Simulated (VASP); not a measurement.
# Si (a cell with a defect) in VASP: notebook

Si (a cell with a defect) is run at these levels: LDA; tasks: single point.

All numbers are computed with VASP 6.6.1; they aren't measurements. Logs are shortened: lines on timing, memory, paths and dates and some standing lists are left out, and cuts for length are marked.

**1. The cell of the first run**

The cell holds a defect, 17 atoms: a = 7.679 Å, b = 7.679 Å, c = 7.679 Å, α = 60.00°, β = 60.00°, γ = 60.00°.

**2. Single point, LDA**

Contents of INCAR:

```
PREC     = Accurate       # precision mode
ENCUT    = 520            # plane-wave cutoff, eV
EDIFF    = 1E-6           # SCF threshold, eV
ISMEAR   = 0              # smearing method
SIGMA    = 0.05           # smearing width, eV
LREAL    = Auto         
LASPH    = True           # aspherical terms in the spheres
NELM     = 80             # most SCF steps
ALGO     = Normal         # electronic algorithm
ISIF     = 2              # what is computed and relaxed
LWAVE    = False          # write WAVECAR
LCHARG   = True           # write CHGCAR
GGA      = CA             # functional
LELF     = True           # ELF
LVHAR    = True         
NBANDS   = 48             # bands
```

Contents of KPOINTS:

```
regular mesh
0
Gamma
  2 2 2
```

Contents of POSCAR:

```
Si
1.0
    0.0000000000      5.4300000000      5.4300000000
    5.4300000000      0.0000000000      5.4300000000
    5.4300000000      5.4300000000      0.0000000000
Si
17
Direct
   -0.0000465130      0.0005646202     -0.0011415268
    0.1212393416      0.1222538203      0.1280971282
    0.0000866307      0.0007028427      0.5002740516
    0.1248724927      0.1250783241      0.6249774693
   -0.0065548050      0.5023332543      0.0018057137
    0.1212003893      0.6283605051      0.1280764550
    0.0000642728      0.4989482594      0.5002510238
    0.1213467492      0.6285242193      0.6215781893
    0.5013934327     -0.0051184187      0.0015833949
    0.6278411845      0.1220074814      0.1279931033
    0.4987532736      0.0005385020      0.5001101230
    0.6279152535      0.1222430011      0.6214571597
    0.5013051815      0.5019741250      0.0014941746
    0.6241509491      0.6255904774      0.1243247309
    0.5016253400      0.5023388270      0.4936168395
    0.6278983791      0.6283379191      0.6214145022
    0.3741111478      0.3756176404      0.8742948680
```

Potentials or basis: VASP PAW LDA potentials, release 64 (Si).

Started as:

```console
$ cat potpaw_LDA.64/Si/POTCAR > POTCAR
$ mpirun -np 1 vasp_std > vasp.out
```

OUTCAR:

```text
PREC = Accurate
   ENCUT = 520
   EDIFF = 1E-6
   ISMEAR = 0
   LREAL = Auto
   LASPH = True
   NELM = 80
   ISIF = 2
   GGA = CA

 ion  position               nearest neighbor table
   1  1.000  0.001  0.999-  10 2.33   6 2.33   2 2.33   4 2.34
   2  0.121  0.122  0.128-   3 2.33   1 2.33   5 2.38   9 2.38  17 2.75
   3  0.000  0.001  0.500-  12 2.33   2 2.33   8 2.33   4 2.34
   4  0.125  0.125  0.625-   3 2.34   7 2.34  11 2.34   1 2.34
   5  0.993  0.502  0.002-  14 2.32   6 2.38   2 2.38   8 2.38  17 2.39
   6  0.121  0.628  0.128-   7 2.33   1 2.33   5 2.38  13 2.38  17 2.75
   7  0.000  0.499  0.500-  16 2.33   6 2.33   8 2.33   4 2.34
   8  0.121  0.629  0.622-   3 2.33   7 2.33   5 2.38  15 2.38  17 2.74
   9  0.501  0.995  0.002-  14 2.32  10 2.38  12 2.38   2 2.38  17 2.39
  10  0.628  0.122  0.128-   1 2.33  11 2.33  13 2.38   9 2.38  17 2.76
  11  0.499  0.001  0.500-  10 2.33  16 2.33  12 2.33   4 2.34
  12  0.628  0.122  0.621-   3 2.33  11 2.33  15 2.38   9 2.38  17 2.75
  13  0.501  0.502  0.001-  14 2.32  10 2.38  16 2.38   6 2.38  17 2.39
  14  0.624  0.626  0.124-   9 2.32  15 2.32  13 2.32   5 2.32
  15  0.502  0.502  0.494-  14 2.32  16 2.38  12 2.38   8 2.38  17 2.39
  16  0.628  0.628  0.621-   7 2.33  11 2.33  15 2.38  13 2.38  17 2.75
  17  0.374  0.376  0.874-   5 2.39  15 2.39   9 2.39  13 2.39   8 2.74  12 2.75   2 2.75  16 2.75
                             6 2.75  10 2.76

  LATTYP: Found a face centered cubic cell.
 ALAT       =    10.8600000000

  Lattice vectors:

 A1 = (   0.0000000000,   5.4300000000,   5.4300000000)
 A2 = (   5.4300000000,   0.0000000000,   5.4300000000)
 A3 = (   5.4300000000,   5.4300000000,   0.0000000000)

Analysis of symmetry for initial positions (statically):
=====================================================================
 Subroutine PRICEL returns:
 Original cell was already a primitive cell.

 Routine SETGRP: Setting up the symmetry group for a
 face centered cubic supercell.

 Subroutine GETGRP returns: Found  1 space group operations
 (whereof  1 operations were pure point group operations)
 out of a pool of 48 trial point group operations.

The static configuration has the point symmetry C_1 .

Analysis of symmetry for dynamics (positions and initial velocities):
=====================================================================
 Subroutine PRICEL returns:
 Original cell was already a primitive cell.

 Routine SETGRP: Setting up the symmetry group for a
 face centered cubic supercell.

 Subroutine GETGRP returns: Found  1 space group operations
 (whereof  1 operations were pure point group operations)
 out of a pool of 48 trial point group operations.

The dynamic configuration has the point symmetry C_1 .

 Subroutine INISYM returns: Found  1 space group operations
 (whereof  1 operations are pure point group operations),
 and found     1 'primitive' translations

----------------------------------------------------------------------------------------

                                     Primitive cell

  volume of cell :     320.2060

  direct lattice vectors                    reciprocal lattice vectors
     0.000000000  5.430000000  5.430000000    -0.092081031  0.092081031  0.092081031
     5.430000000  0.000000000  5.430000000     0.092081031 -0.092081031  0.092081031
     5.430000000  5.430000000  0.000000000     0.092081031  0.092081031 -0.092081031

  length of vectors
     7.679179644  7.679179644  7.679179644     0.159489025  0.159489025  0.159489025

  position of ions in fractional coordinates (direct lattice)
     0.999953487  0.000564620  0.998858473
     0.121239342  0.122253820  0.128097128
     0.000086631  0.000702843  0.500274052
     0.124872493  0.125078324  0.624977469
     0.993445195  0.502333254  0.001805714
     0.121200389  0.628360505  0.128076455
[... 9 lines left out ...]
     0.627898379  0.628337919  0.621414502
     0.374111148  0.375617640  0.874294868

  ion indices of the primitive-cell ions
   primitive index   ion index
                 1           1
                 2           2
                 3           3
                 4           4
                 5           5
                 6           6
[... 9 lines left out ...]
                16          16
                17          17

----------------------------------------------------------------------------------------

 KPOINTS: regular mesh

Automatic generation of k-mesh.
 Grid dimensions read from file:
 generate k-points for:    2    2    2

 Generating k-lattice:

  Cartesian coordinates                     Fractional coordinates (reciprocal lattice)
    -0.046040516  0.046040516  0.046040516     0.500000000  0.000000000  0.000000000
     0.046040516 -0.046040516  0.046040516     0.000000000  0.500000000  0.000000000
     0.046040516  0.046040516 -0.046040516     0.000000000  0.000000000  0.500000000

  Length of vectors
     0.079744512  0.079744512  0.079744512

  Shift w.r.t. Gamma in fractional coordinates (k-lattice)
     0.000000000  0.000000000  0.000000000

 Subroutine IBZKPT returns following result:
 ===========================================

 Found      8 irreducible k-points:

 Following reciprocal coordinates:
            Coordinates               Weight
  0.000000  0.000000  0.000000      1.000000
  0.500000  0.000000  0.000000      1.000000
  0.000000  0.500000  0.000000      1.000000
  0.000000  0.000000  0.500000      1.000000
  0.500000  0.500000  0.500000      1.000000
  0.500000  0.500000  0.000000      1.000000
  0.000000  0.500000  0.500000      1.000000
  0.500000  0.000000  0.500000      1.000000
   k-points           NKPTS =      8   k-points in BZ     NKDIM =      8   number of bands    NBANDS=     48
   number of dos      NEDOS =    301   number of ions     NIONS =     17
   total plane-waves  NPLWV = 216000
   dimension x,y,z NGX =    60 NGY =   60 NGZ =   60
   dimension x,y,z NGXF=   120 NGYF=  120 NGZF=  120
   ions per type =              17
   NGX,Y,Z   is equivalent  to a cutoff of  12.99, 12.99, 12.99 a.u.
   NGXF,Y,Z  is equivalent  to a cutoff of  25.98, 25.98, 25.98 a.u.
 SYSTEM =  unknown system
   PREC   = accura    normal or accurate (medium, high low for compatibility)
   ISTART =      0    job   : 0-new  1-cont  2-samecut
   ICHARG =      2    charge: 1-file 2-atom 10-const
   ISPIN  =      1    spin polarized calculation?
   LNONCOLLINEAR =      F non collinear calculations
   LSORBIT =      F    spin-orbit coupling
   LASPH  =      T    aspherical Exc in radial PAW
   ENCUT  =  520.0 eV  38.22 Ry    6.18 a.u.  14.28 14.28 14.28*2*pi/ulx,y,z
   NELM   =     80;   NELMIN=  2; NELMDL= -5     # of ELM steps
   EDIFF  = 0.1E-05   stopping-criterion for ELM
   LREAL  =      T    real-space projection
   EDIFFG = 0.1E-04   stopping-criterion for IOM
   NSW    =      0    number of steps for IOM
   IBRION =     -1    ionic relax: 0-MD 1-quasi-New 2-CG
   NFREE  =      0    steps in history (QN), initial steepest desc. (CG)
   ISIF   =      2    stress and relaxation
   ISYM   =      2    0-nonsym 1-usesym 2-fastsym
   POTIM  = 0.5000    time-step for ionic-motion
   TEBEG  =    0.0;   TEEND  =   0.0 temperature during run
   PSTRESS=    0.0 pullay stress
   NELECT =      68.0000    total number of electrons
   NUPDOWN=      -1.0000    fix difference up-down
   EMIN   =  10.00;   EMAX   =-10.00  energy-range for DOS
   EFERMI =   0.00;   METHOD = LEGACY
   ISMEAR =     0;   SIGMA  =   0.05  broadening in eV -4-tet -1-fermi 0-gaus
   EFERMI_NEDOS =   21; number of points for ismear=-14 and -15
   IALGO  =     38    algorithm
   IMIX   =      4    mixing-type and parameters
     AMIX     =   0.40;   BMIX     =  1.00
     AMIX_MAG =   1.60;   BMIX_MAG =  1.00
  volume/ion in A,a.u.               =      18.84       127.11
  Fermi-wavevector in a.u.,A,eV,Ry     =   0.976715  1.845724 12.979587  0.953973
  Thomas-Fermi vector in A             =   2.107356
   LORBIT       =      0    0 simple, 1 ext, 2 COOP (PROOUT), +10 PAW based schemes
   GGA     = CA    functional components
   LHFCALC =     F    Hartree Fock is set to
   AEXX    =    0.0000 exact exchange contribution
   IVDW    =     0    specifies the selected vdW correction
   LEPSILON=     F    determine dielectric tensor
   LRPA    =     F    only Hartree local field effects (RPA)
 non-spin polarized calculation
 Gauss-broadening in eV      SIGMA  =   0.05
  energy-cutoff  :      520.00
  volume of cell :      320.21
 maximum number of plane-waves:      8646
 NGX is ok and might be reduce to    60
   NGX = 29   NGY = 29   NGZ = 29

 number of electron      68.0000001 magnetization

 Free energy of the ion-electron system (eV)
  ---------------------------------------------------
  ext. energy  EPLUGINS =         0.00000000
  ---------------------------------------------------
  free energy    TOTEN  =       -97.55802902 eV

  energy without entropy =      -97.54722669  energy(sigma->0) =      -97.55262785

 E-fermi :   6.7888     XC(G=0):  -9.8492

 val. band max:        6.5730926738   @ k =   0.0000   0.0000   0.0000
 cond. band min:       6.8065596985   @ k =   0.5000   0.0000   0.5000
 fundamental gap:      0.2334670247
 Fermi energy:         6.7888359336

 k-point     1 :       0.0000    0.0000    0.0000
  band No.  band energies     occupation
      1      -6.3622      2.00000
      2      -3.8184      2.00000
      3      -3.6725      2.00000
      4      -3.6711      2.00000
      5      -3.6700      2.00000
      6      -2.8391      2.00000
[... 38 lines left out ...]
     45       8.0081      0.00000
     46       8.9666      0.00000

 k-point     2 :       0.5000    0.0000    0.0000
  band No.  band energies     occupation
      1      -5.9616      2.00000
      2      -5.0000      2.00000
      3      -3.6113      2.00000
      4      -3.4720      2.00000
      5      -3.4696      2.00000
      6      -2.9926      2.00000
[... 286 lines left out ...]
 k-point     8 :       0.5000    0.0000    0.5000
  band No.  band energies     occupation
      1      -5.8298      2.00000
      2      -4.7637      2.00000
      3      -4.0404      2.00000
      4      -3.9246      2.00000
      5      -3.9228      2.00000
      6      -3.6626      2.00000
[... 38 lines left out ...]
     45      10.0153      0.00000
     46      10.0215      0.00000
 [bands above 46 left out]

------------------------ aborting loop because EDIFF is reached ----------------------------------------

  FORCE on cell =-STRESS in cart. coord.  units (eV):
  Direction    XX          YY          ZZ          XY          YZ          ZX
  --------------------------------------------------------------------------------------
  -------------------------------------------------------------------------------------
  Total        3.5022456      3.5020530      3.5032278      0.0012748     -0.0032528      0.0073444
  in kB       17.5237762     17.5228125     17.5286907      0.0063785     -0.0162758      0.0367485
  external PRESSURE =      17.5250931 kB  Pullay stress =       0.0000000 kB

 VOLUME and BASIS-vectors are now :
 -----------------------------------------------------------------------------
  energy-cutoff  :      520.00
  volume of cell :      320.21
      direct lattice vectors                 reciprocal lattice vectors
     0.000000000  5.430000000  5.430000000    -0.092081031  0.092081031  0.092081031
     5.430000000  0.000000000  5.430000000     0.092081031 -0.092081031  0.092081031
     5.430000000  5.430000000  0.000000000     0.092081031  0.092081031 -0.092081031

 POSITION                                       TOTAL-FORCE (eV/Angst)
 -----------------------------------------------------------------------------------
      5.42687     10.85355      5.43281        -0.021145     -0.017004      0.021592
      1.35941      1.35390      1.32217        -0.005090      0.001421      0.018116
      2.72030      2.71696      0.00429         0.018204      0.017593      0.018259
      4.07280      4.07169      1.35723        -0.000034     -0.002708     -0.000442
      2.73747      5.40421      8.12208         0.006207     -0.010889     -0.006613
      4.10745      1.35357      4.07012        -0.018961      0.001589      0.004749
[... 9 lines left out ...]
      6.78616      6.78377      6.82136         0.003717      0.000439     -0.019271
      6.78702      6.77884      4.07103         0.000091      0.006155      0.000721
 -----------------------------------------------------------------------------------
    total drift:                                0.000633      0.014309      0.003173

  FREE ENERGIE OF THE ION-ELECTRON SYSTEM (eV)
  ---------------------------------------------------
  free  energy   TOTEN  =       -97.5580290170 eV

  energy  without entropy=      -97.5472266875  energy(sigma->0) =      -97.55262785
```

Wall time 1.9 min (1 thread of Intel Xeon 6975P-C (Granite Rapids), shared host); peak memory 0.37 GiB.

What came out:

* Free energy: -97.5580 eV
* Pressure: 1.8 GPa
* Largest force: 0.035 eV/Å
* Band gap on the k mesh: zero (bands 34 and 35 overlap by 0.24 eV)

Forces on the atoms (eV/Å):
```
Si  -0.021 -0.017  0.022
Si  -0.005  0.001  0.018
Si   0.018  0.018  0.018
Si   0.000 -0.003  0.000
Si   0.006 -0.011 -0.007
Si  -0.019  0.002  0.005
Si  -0.019  0.018 -0.018
Si  -0.001  0.019  0.001
Si  -0.009  0.006 -0.010
Si   0.000 -0.026  0.000
Si   0.022 -0.018 -0.021
Si   0.018  0.000 -0.004
Si   0.012  0.009  0.011
Si   0.000  0.005  0.000
Si  -0.005 -0.010  0.005
Si   0.004  0.000 -0.019
Si   0.000  0.006  0.001
```

Caveat: the k points lie up to 0.50 Å⁻¹ apart.

**3. Single point, LDA**

Contents of INCAR:

```
SYSTEM = Si
ALGO = Normal ; EDIFF = 1E-7
ENCUT = 520 ; GGA = CA
ISIF = 2 ; ISMEAR = 0
LASPH = .TRUE. ; LCHARG = .TRUE.
LELF = .TRUE. ; LREAL = Auto
LVHAR = .TRUE. ; LWAVE = .FALSE.
NBANDS = 48 ; NELM = 100
PREC = Accurate ; SIGMA = 0.05
```

Contents of KPOINTS:

```
k-points
0
G
  2 2 2
  0 0 0
```

Contents of POSCAR:

```
Si
1.0
    0.0000000000      5.4300000000      5.4300000000
    5.4300000000      0.0000000000      5.4300000000
    5.4300000000      5.4300000000      0.0000000000
Si
17
Direct
    0.0017545872     -0.0007029993     -0.0006879617
    0.1238297732      0.1229156532      0.1229157287
   -0.0028595580     -0.0031761898      0.5029484085
    0.1238577195      0.1230834285      0.6299871017
   -0.0028613103      0.5029474047     -0.0031784413
    0.1238597492      0.6299710579      0.1230904993
   -0.0029119449      0.5030708896      0.5030768844
    0.1261107002      0.6246393385      0.6246383488
    0.5040752840     -0.0034157789     -0.0034163269
    0.6325861050      0.1224220948      0.1224277377
    0.5040595612     -0.0033254144      0.5026019407
    0.6250281675      0.1261281060      0.6243874001
    0.5040591724      0.5025956530     -0.0033222878
    0.6250272075      0.6243876137      0.1261260250
    0.5000265676      0.5000066222      0.5000045596
    0.6249988101      0.6244586462      0.6244612100
    0.2517217787      0.2493178242      1.2493316833
```

Potentials or basis: VASP PAW LDA potentials, release 64 (Si).

Started as:

```console
$ cat potpaw_LDA.64/Si/POTCAR > POTCAR
$ mpirun -np 1 vasp_std > vasp.out
```

Wall time 2.1 min (1 thread of Intel Xeon 6975P-C (Granite Rapids), shared host); peak memory 0.37 GiB.

It converged, with:

- Free energy: -97.5579 eV
- Pressure: 1.7 GPa
- Largest force: 0.034 eV/Å
- Band gap on the k mesh: zero (bands 34 and 35 overlap by 0.24 eV)

Forces on the atoms (eV/Å):
```
Si  -0.004  0.004  0.003
Si  -0.011 -0.008 -0.008
Si  -0.004  0.004  0.023
Si   0.012  0.014 -0.012
Si  -0.004  0.023  0.004
Si   0.012 -0.012  0.014
Si  -0.026  0.004  0.004
Si  -0.019  0.020  0.020
Si   0.015 -0.004 -0.004
Si   0.004 -0.004 -0.004
Si   0.003 -0.014 -0.004
Si   0.019 -0.019  0.013
Si   0.003 -0.004 -0.014
Si   0.019  0.013 -0.019
Si  -0.001  0.001  0.001
Si  -0.013 -0.020 -0.020
Si  -0.004  0.002  0.002
```

Levels at points of the mesh, in eV from the Fermi level:
```tsv
k point	band 30	band 31	band 32	band 33	band 34	band 35	band 36	band 37	band 38	band 39
(0.00, 0.00, 0.00)	-1.68	-0.76	-0.76	-0.76	-0.22	-0.22	-0.21	0.06	0.06	0.41
(0.50, 0.00, 0.00)	-1.51	-1.51	-1.36	-1.36	-0.34	0.54	0.55	0.88	0.88	1.27
(0.00, 0.50, 0.00)	-1.51	-1.51	-1.36	-1.35	-0.34	0.53	0.54	0.88	0.89	1.27
(0.00, 0.00, 0.50)	-1.51	-1.51	-1.36	-1.35	-0.34	0.53	0.54	0.88	0.89	1.27
(0.50, 0.50, 0.50)	-1.51	-1.51	-1.36	-1.35	-0.34	0.53	0.55	0.88	0.88	1.27
(0.50, 0.50, 0.00)	-1.95	-1.95	-1.81	-0.97	0.02	0.73	1.03	1.03	1.14	1.91
(0.00, 0.50, 0.50)	-1.95	-1.95	-1.81	-0.97	0.02	0.73	1.03	1.03	1.14	1.91
(0.50, 0.00, 0.50)	-1.95	-1.95	-1.81	-0.97	0.02	0.73	1.03	1.03	1.14	1.91
```

Caveat: the k points lie up to 0.50 Å⁻¹ apart.

The gap in the log of VASP goes by the Fermi energy; the results here count the filled bands.